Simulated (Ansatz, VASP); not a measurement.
One calculation of HfO2, two programs

INCAR

```
PREC = Accurate ; ENCUT = 520
EDIFF = 1E-6 ; ISMEAR = 0
SIGMA = 0.05 ; LREAL = False
LASPH = True ; NELM = 100
ALGO = Normal ; ISIF = 2
LWAVE = False ; LCHARG = False
GGA = PE ; NBANDS = 56
```

File KPOINTS:

```
Automatic mesh
0
Gamma
  6 6 6
```

POSCAR

```
HfO2
1.0
    5.1150000000      0.0000000000      0.0000000000
    0.0000000000     -5.1150000000      0.0000000000
    0.0000000000      0.0000000000     -5.1150000000
Hf O
4 8
Direct
   -0.0189922489      0.5076065397      0.4982702927
    0.4918562006      0.0216723759      0.4926828276
    0.4909890546      0.5046569936     -0.0072312596
    0.0048807397     -0.0042749686      0.0105889856
    0.2449730386      0.2416417880      0.2217020957
    0.7529734392      0.7464082134      0.2563873616
    0.7584273552      0.2464898935      0.7624370936
    0.2477594417      0.7253980517      0.7496844408
    0.7584849947      0.7468051914      0.7559028457
    0.2491595167      0.2654648728      0.7568580843
    0.2452601586      0.7456678937      0.2435336571
    0.7742283093      0.2524631548      0.2591835751
```

Input for Ansatz:

```yaml
crystal:
  lattice:
    - [5.115, 0.0, 0.0]
    - [0.0, -5.115, 0.0]
    - [0.0, 0.0, -5.115]
  atoms:
    - { symbol: Hf, position: [-0.0189922489, 0.5076065397, 0.4982702927] }
    - { symbol: Hf, position: [0.4918562006, 0.0216723759, 0.4926828276] }
    - { symbol: Hf, position: [0.4909890546, 0.5046569936, -0.0072312596] }
    - { symbol: Hf, position: [0.0048807397, -0.0042749686, 0.0105889856] }
    - { symbol: O, position: [0.2449730386, 0.241641788, 0.2217020957] }
    - { symbol: O, position: [0.7529734392, 0.7464082134, 0.2563873616] }
    - { symbol: O, position: [0.7584273552, 0.2464898935, 0.7624370936] }
    - { symbol: O, position: [0.2477594417, 0.7253980517, 0.7496844408] }
    - { symbol: O, position: [0.7584849947, 0.7468051914, 0.7559028457] }
    - { symbol: O, position: [0.2491595167, 0.2654648728, 0.7568580843] }
    - { symbol: O, position: [0.2452601586, 0.7456678937, 0.2435336571] }
    - { symbol: O, position: [0.7742283093, 0.2524631548, 0.2591835751] }
basis:
  ecutwfc: 420
kpoints:
  mp_grid: { grid: [6, 6, 6] }
hamiltonian:
  xc: pbe
scf:
  occupations: { method: gaussian, width: 0.05 }
output:
  forces: true
  stress: true
  eigenvalues: true
```

Change from the starting cell: all atoms moved at random (sigma 0.06 Å a component).

Alike in both runs: task single point; functional PBE; k mesh 6 × 6 × 6; occupations gaussian, width 0.05 eV; no spin polarisation.

```csv
,VASP,Ansatz
version,VASP 6.6.1,Ansatz 0.2.0
potentials or method,"VASP PAW PBE potentials, release 64 (Hf_pv, O), cutoff 520 eV","scalar-relativistic, plane waves, PAW"
valence electrons in the cell,88,152
```

VASP gave:

| Quantity | Value |
| --- | --- |
| gap on the k mesh at the Fermi level (eV) | 3.25 |
| least direct gap on the mesh (eV) | 3.25 |
| pressure (GPa) | -3.0 |
| traceless stress, the component that is largest in VASP (GPa) | -2.35 |
| rms of the force components (eV/Å) | 0.950 |

Problem. Estimate Ansatz's values.

Solution. gap on the k mesh at the Fermi level (eV): 3.27; least direct gap on the mesh (eV): 3.27; pressure (GPa): 0.4; traceless stress, the component that is largest in VASP (GPa): -2.52; rms of the force components (eV/Å): 0.962.

Atom by atom the forces differ by 0.024 eV/Å (rms over components). With one functional, cell and mesh, what is left measures potentials, basis and numerics. VASP's potentials hold 88 valence electrons a cell and Ansatz's 152, so a difference there can come from the potentials and not from the codes.

Spin-orbit coupling is off throughout.
